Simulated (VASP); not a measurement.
# AlN in VASP: a series of runs

AlN is run at these levels: HSE06, PBE, LDA; tasks: single point.

Everything below comes from runs of VASP 6.6.1. Logs are shortened: lines on timing, memory, paths and dates and some standing lists are left out, and cuts for length are marked.

## 1. The cell of the first run

The typed cell holds 4 atoms: a = 3.130 Å, b = 3.130 Å, c = 5.017 Å, α = 90.00°, β = 90.00°, γ = 120.00°.

## 2. Single point, HSE06

POSCAR reads:

```
AlN
1.0
    3.1297569564      0.0000000289      0.0000000000
   -1.5648785032      2.7104490175      0.0000000000
    0.0000000000      0.0000000000      5.0174032965
Al N
2 2
Direct
    0.6671048052      0.3329323772      0.5000247805
    0.3329323765      0.6671048052      1.0000247803
    0.6639230872      0.3360397293      0.8799752191
    0.3360397286      0.6639230872      0.3799752193
```

INCAR.step1 reads:

```
SYSTEM = AlN
PREC = Accurate
ENCUT = 520
EDIFF = 1E-5
ISMEAR = -1
SIGMA = 0.01
LREAL = .False.
LASPH = .True.
NELM = 120
ALGO = Normal
ISIF = 2
LWAVE = .True.
LCHARG = .False.
NBANDS = 16
GGA = PE
GGA_COMPAT = .False.
KPAR = 4
```

INCAR.step2 reads:

```
SYSTEM = AlN
PREC = Accurate
ENCUT = 520
EDIFF = 1E-6
ISMEAR = -1
SIGMA = 0.01
LREAL = .False.
LASPH = .True.
NELM = 120
ALGO = Normal
ISIF = 2
LWAVE = .False.
LCHARG = .False.
GGA = PE
LHFCALC = .True.
HFSCREEN = 0.2079
PRECFOCK = Normal
NBANDS = 16
ISTART = 1
GGA_COMPAT = .False.
KPAR = 4
```

KPOINTS reads:

```
regular mesh
0
Gamma
  7 7 4
  0 0 0
```

Potentials or basis: VASP PAW PBE potentials, release 64 (Al, N).

Started as:

```console
$ cat potpaw_PBE.64/Al/POTCAR potpaw_PBE.64/N/POTCAR > POTCAR
$ cp INCAR.step1 INCAR
$ mpirun -np 4 vasp_std > vasp.out
$ cp INCAR.step2 INCAR
$ mpirun -np 4 vasp_std > vasp.out
```

OUTCAR:

```text
SYSTEM = AlN
   PREC = Accurate
   ENCUT = 520
   EDIFF = 1E-6
   ISMEAR = -1
   LREAL = .False.
   LASPH = .True.
   NELM = 120
   ISIF = 2
   GGA = PE
   LHFCALC = .True.
   HFSCREEN = 0.2079
   PRECFOCK = Normal
   ISTART = 1

 ion  position               nearest neighbor table
   1  0.667  0.333  0.500-   4 1.89   3 1.91   4 1.91   4 1.91   2 3.09   2 3.09   2 3.09   2 3.09
                             2 3.09   2 3.09
   2  0.333  0.667  0.000-   3 1.89   4 1.91   3 1.91   3 1.91   1 3.09   1 3.09   1 3.09   1 3.09
                             1 3.09   1 3.09
   3  0.664  0.336  0.880-   2 1.89   1 1.91   2 1.91   2 1.91
   4  0.336  0.664  0.380-   1 1.89   2 1.91   1 1.91   1 1.91

  LATTYP: Found a hexagonal cell.
 ALAT       =     3.1297569564
 C/A-ratio  =     1.6031287306

  Lattice vectors:

 A1 = (   3.1297569564,   0.0000000289,   0.0000000000)
 A2 = (  -1.5648785032,   2.7104490175,   0.0000000000)
 A3 = (   0.0000000000,   0.0000000000,   5.0174032965)

Analysis of symmetry for initial positions (statically):
=====================================================================
 Subroutine PRICEL returns:
 Original cell was already a primitive cell.

 Routine SETGRP: Setting up the symmetry group for a
 hexagonal supercell.

 Subroutine GETGRP returns: Found  2 space group operations
 (whereof  1 operations were pure point group operations)
 out of a pool of 24 trial point group operations.

The static configuration has the point symmetry C_1 .
 The point group associated with its full space group is C_1h.

Analysis of symmetry for dynamics (positions and initial velocities):
=====================================================================
 Subroutine PRICEL returns:
 Original cell was already a primitive cell.

 Routine SETGRP: Setting up the symmetry group for a
 hexagonal supercell.

 Subroutine GETGRP returns: Found  2 space group operations
 (whereof  1 operations were pure point group operations)
 out of a pool of 24 trial point group operations.

The dynamic configuration has the point symmetry C_1 .
 The point group associated with its full space group is C_1h.

 Subroutine INISYM returns: Found  2 space group operations
 (whereof  1 operations are pure point group operations),
 and found     1 'primitive' translations

----------------------------------------------------------------------------------------

                                     Primitive cell

  volume of cell :      42.5629

  direct lattice vectors                    reciprocal lattice vectors
     3.129756956  0.000000029  0.000000000     0.319513626  0.184471282  0.000000000
    -1.564878503  2.710449017  0.000000000    -0.000000003  0.368942558  0.000000000
     0.000000000  0.000000000  5.017403297     0.000000000  0.000000000  0.199306283

  length of vectors
     3.129756956  3.129756956  5.017403297     0.368942558  0.368942558  0.199306283

  position of ions in fractional coordinates (direct lattice)
     0.667104805  0.332932377  0.500024780
     0.332932376  0.667104805  0.000024780
     0.663923087  0.336039729  0.879975219
     0.336039729  0.663923087  0.379975219

  ion indices of the primitive-cell ions
   primitive index   ion index
                 1           1
                 2           2
                 3           3
                 4           4

----------------------------------------------------------------------------------------

 KPOINTS: regular mesh

Automatic generation of k-mesh.
 Grid dimensions read from file:
 generate k-points for:    7    7    4

 Generating k-lattice:

  Cartesian coordinates                     Fractional coordinates (reciprocal lattice)
     0.045644804  0.026353040  0.000000000     0.142857143  0.000000000  0.000000000
    -0.000000000  0.052706080  0.000000000    -0.000000000  0.142857143  0.000000000
     0.000000000  0.000000000  0.049826571     0.000000000  0.000000000  0.250000000

  Length of vectors
     0.052706080  0.052706080  0.049826571

  Shift w.r.t. Gamma in fractional coordinates (k-lattice)
     0.000000000  0.000000000  0.000000000

 Subroutine IBZKPT returns following result:
 ===========================================

 Found     60 irreducible k-points:

 Following reciprocal coordinates:
            Coordinates               Weight
  0.000000  0.000000  0.000000      1.000000
  0.142857  0.000000  0.000000      4.000000
 -0.142857  0.142857  0.000000      2.000000
  0.285714  0.000000  0.000000      4.000000
 -0.285714  0.285714  0.000000      2.000000
  0.428571  0.000000  0.000000      4.000000
[... 16 lines left out ...]
 -0.285714  0.000000  0.250000      4.000000
  0.428571  0.000000  0.250000      4.000000
 [... further k-points ...]
   k-points           NKPTS =     60   k-points in BZ     NKDIM =    196   number of bands    NBANDS=     16
   number of dos      NEDOS =    301   number of ions     NIONS =      4
   total plane-waves  NPLWV =  23040
   dimension x,y,z NGX =    24 NGY =   24 NGZ =   40
   dimension x,y,z NGXF=    48 NGYF=   48 NGZF=   80
   ions per type =               2   2
   NGX,Y,Z   is equivalent  to a cutoff of  12.75, 12.75, 13.25 a.u.
   NGXF,Y,Z  is equivalent  to a cutoff of  25.50, 25.50, 26.51 a.u.
 SYSTEM =  AlN
   PREC   = accura    normal or accurate (medium, high low for compatibility)
   ISTART =      1    job   : 0-new  1-cont  2-samecut
   ICHARG =      0    charge: 1-file 2-atom 10-const
   ISPIN  =      1    spin polarized calculation?
   LNONCOLLINEAR =      F non collinear calculations
   LSORBIT =      F    spin-orbit coupling
   LASPH  =      T    aspherical Exc in radial PAW
   ENCUT  =  520.0 eV  38.22 Ry    6.18 a.u.   5.82  5.82  9.33*2*pi/ulx,y,z
   NELM   =    120;   NELMIN=  2; NELMDL=  0     # of ELM steps
   EDIFF  = 0.1E-05   stopping-criterion for ELM
   LREAL  =      F    real-space projection
   EDIFFG = 0.1E-04   stopping-criterion for IOM
   NSW    =      0    number of steps for IOM
   IBRION =     -1    ionic relax: 0-MD 1-quasi-New 2-CG
   NFREE  =      0    steps in history (QN), initial steepest desc. (CG)
   ISIF   =      2    stress and relaxation
   ISYM   =      3    0-nonsym 1-usesym 2-fastsym
   POTIM  = 0.5000    time-step for ionic-motion
   TEBEG  =    0.0;   TEEND  =   0.0 temperature during run
   PSTRESS=    0.0 pullay stress
   NELECT =      16.0000    total number of electrons
   NUPDOWN=      -1.0000    fix difference up-down
   EMIN   =  10.00;   EMAX   =-10.00  energy-range for DOS
   EFERMI =   0.00;   METHOD = LEGACY
   ISMEAR =    -1;   SIGMA  =   0.01  broadening in eV -4-tet -1-fermi 0-gaus
   EFERMI_NEDOS =   21; number of points for ismear=-14 and -15
   IALGO  =     38    algorithm
   IMIX   =      1    mixing-type and parameters
     AMIX     =   0.40;   BMIX     =  1.00
     AMIX_MAG =   1.60;   BMIX_MAG =  1.00
  volume/ion in A,a.u.               =      10.64        71.81
  Fermi-wavevector in a.u.,A,eV,Ry     =   1.181511  2.232733 18.993310  1.395969
  Thomas-Fermi vector in A             =   2.317783
   LORBIT       =      0    0 simple, 1 ext, 2 COOP (PROOUT), +10 PAW based schemes
   GGA     = PE    functional components
   LHFCALC =     T    Hartree Fock is set to
   PRECFOCK=normal    Normal, Fast or Accurate (Low or Medium for compatibility)
   ENCUT4O =  -1.0   cutoff for four orbital integrals eV
   NKREDX  =     1    reduce k-point grid by
   NKREDY  =     1    reduce k-point grid by
   NKREDZ  =     1    reduce k-point grid by
   AEXX    =    0.2500 exact exchange contribution
   HFSCREEN=    0.2079 screening length (either q_TF or 0.3 A-1)
   HFSCREENC=   0.2079 screening length for correlation (either q_TF or 0.3 A-1)
   ENCUTFOCK=  -1.0 apply spherical cutoff to Coloumb kernel
   IVDW    =     0    specifies the selected vdW correction
   LEPSILON=     F    determine dielectric tensor
   LRPA    =     F    only Hartree local field effects (RPA)
 non-spin polarized calculation
  energy-cutoff  :      520.00
  volume of cell :       42.56
 maximum number of plane-waves:      1170
  NGX = 18; NGY = 18; NGZ = 28

 number of electron      15.9999998 magnetization

 Free energy of the ion-electron system (eV)
  ---------------------------------------------------
  ext. energy  EPLUGINS =         0.00000000
  ---------------------------------------------------
  free energy    TOTEN  =       -34.87403312 eV

  energy without entropy =      -34.87403312  energy(sigma->0) =      -34.87403312

 E-fermi :   5.3150     XC(G=0):  -8.9324

 val. band max:        5.0392590165   @ k =   0.0000   0.0000   0.0000
 cond. band min:      10.4408944625   @ k =   0.0000   0.0000   0.0000
 fundamental gap:      5.4016354461
 Fermi energy:         5.3149888900

 k-point     1 :       0.0000    0.0000    0.0000
  band No.  band energies     occupation
      1     -11.5135      2.00000
      2      -9.2905      2.00000
      3      -1.3584      2.00000
      4       4.0991      2.00000
      5       4.1844      2.00000
      6       4.8480      2.00000
[... 8 lines left out ...]
     15      19.6907      0.00000
     16      19.8698      0.00000

 k-point     2 :       0.1429    0.0000    0.0000
  band No.  band energies     occupation
      1     -11.2447      2.00000
      2      -9.1424      2.00000
      3      -1.0276      2.00000
      4       2.9908      2.00000
      5       3.7940      2.00000
      6       3.8023      2.00000
[... 8 lines left out ...]
     15      19.2476      0.00000
     16      19.6108      0.00000

 k-point     3 :      -0.1429    0.1429    0.0000
  band No.  band energies     occupation
      1     -11.2437      2.00000
      2      -9.1436      2.00000
      3      -1.0260      2.00000
      4       2.9662      2.00000
      5       3.7606      2.00000
      6       3.8488      2.00000
[... 8 lines left out ...]
     15      19.2919      0.00000
     16      19.5913      0.00000

 k-point     4 :       0.2857    0.0000    0.0000
  band No.  band energies     occupation
      1     -10.5185      2.00000
      2      -8.8256      2.00000
      3      -0.0996      2.00000
      4       0.8694      2.00000
      5       2.0404      2.00000
      6       3.2289      2.00000
[... 8 lines left out ...]
     15      18.8091      0.00000
     16      20.4956      0.00000

 k-point     5 :      -0.2857    0.2857    0.0000
  band No.  band energies     occupation
      1     -10.5127      2.00000
      2      -8.8331      2.00000
      3      -0.0900      2.00000
      4       0.8883      2.00000
      5       1.9756      2.00000
      6       3.2681      2.00000
[... 8 lines left out ...]
     15      18.6417      0.00000
     16      20.5579      0.00000

 k-point     6 :       0.4286    0.0000    0.0000
  band No.  band energies     occupation
      1      -9.6681      2.00000
      2      -8.7029      2.00000
      3      -0.5822      2.00000
      4       0.7885      2.00000
      5       1.1431      2.00000
      6       2.8520      2.00000
[... 8 lines left out ...]
     15      19.3876      0.00000
     16      21.9229      0.00000
[... 267 lines left out ...]
 k-point    21 :       0.2857    0.0000    0.2500
  band No.  band energies     occupation
      1     -10.3115      2.00000
      2      -9.1264      2.00000
      3      -0.0687      2.00000
      4       1.1962      2.00000
      5       1.9726      2.00000
      6       3.3954      2.00000
[... 8 lines left out ...]
     15      19.1475      0.00000
     16      20.4192      0.00000

 k-point    22 :      -0.2857    0.2857    0.2500
  band No.  band energies     occupation
      1     -10.3067      2.00000
      2      -9.1304      2.00000
      3      -0.0849      2.00000
      4       1.1864      2.00000
      5       1.9572      2.00000
      6       3.4342      2.00000
[... 8 lines left out ...]
     15      19.0364      0.00000
     16      20.4498      0.00000

 k-point    23 :      -0.2857    0.0000    0.2500
  band No.  band energies     occupation
      1     -10.3115      2.00000
      2      -9.1264      2.00000
      3      -0.0685      2.00000
      4       1.1961      2.00000
      5       1.9724      2.00000
      6       3.3954      2.00000
[... 8 lines left out ...]
     15      19.1472      0.00000
     16      20.4192      0.00000

 k-point    24 :       0.4286    0.0000    0.2500
  band No.  band energies     occupation
      1      -9.5272      2.00000
      2      -8.8405      2.00000
      3      -0.8636      2.00000
      4       0.0700      2.00000
      5       2.1217      2.00000
      6       3.0355      2.00000
[... 8 lines left out ...]
     15      19.1798      0.00000
     16      21.5681      0.00000

 [... further k-points ...]

------------------------ aborting loop because EDIFF is reached ----------------------------------------

  FORCE on cell =-STRESS in cart. coord.  units (eV):
  Direction    XX          YY          ZZ          XY          YZ          ZX
  --------------------------------------------------------------------------------------
  -------------------------------------------------------------------------------------
  Total       -1.3759152     -1.6154712     -1.2353334     -0.2074615     -0.0008612     -0.0004972
  in kB      -51.7930392    -60.8105487    -46.5011734     -7.8093920     -0.0324191     -0.0187172
  external PRESSURE =     -53.0349204 kB  Pullay stress =       0.0000000 kB

 VOLUME and BASIS-vectors are now :
 -----------------------------------------------------------------------------
  energy-cutoff  :      520.00
  volume of cell :       42.56
      direct lattice vectors                 reciprocal lattice vectors
     3.129756956  0.000000029  0.000000000     0.319513626  0.184471282  0.000000000
    -1.564878503  2.710449017  0.000000000    -0.000000003  0.368942558  0.000000000
     0.000000000  0.000000000  5.017403297     0.000000000  0.000000000  0.199306283

 POSITION                                       TOTAL-FORCE (eV/Angst)
 -----------------------------------------------------------------------------------
      1.56688      0.90240      2.50883         0.111983     -0.066489     -0.093398
     -0.00194      1.80815      0.00012        -0.113573      0.063736     -0.093398
      1.55206      0.91082      4.41519         0.184673     -0.104786      0.093398
      0.01276      1.79953      1.90649        -0.183084      0.107538      0.093398
 -----------------------------------------------------------------------------------
    total drift:                                0.000000      0.000000      0.000301

  FREE ENERGIE OF THE ION-ELECTRON SYSTEM (eV)
  ---------------------------------------------------
  free  energy   TOTEN  =       -34.8740331242 eV

  energy  without entropy=      -34.8740331242  energy(sigma->0) =      -34.87403312
```

Run time: 23 min. Hardware: 4 MPI ranks of Intel Xeon Platinum 8259CL at 2.50GHz (Skylake/Cascade Lake), shared host; peak memory 0.29 GiB.

What came out:

* Free energy: -34.8740 eV
* Pressure: -5.3 GPa
* Largest force: 0.232 eV/Å
* Band gap on the k mesh: 5.40 eV

Forces in eV/Å, atoms in the order of the input:
```
Al   0.112 -0.066 -0.093
Al  -0.114  0.064 -0.093
N    0.185 -0.105  0.093
N   -0.183  0.108  0.093
```

Caveat: the cell stands under tension; the PAW data sets were made with another functional, which shifts forces and pressure a little.

[end of part 1 of 2]
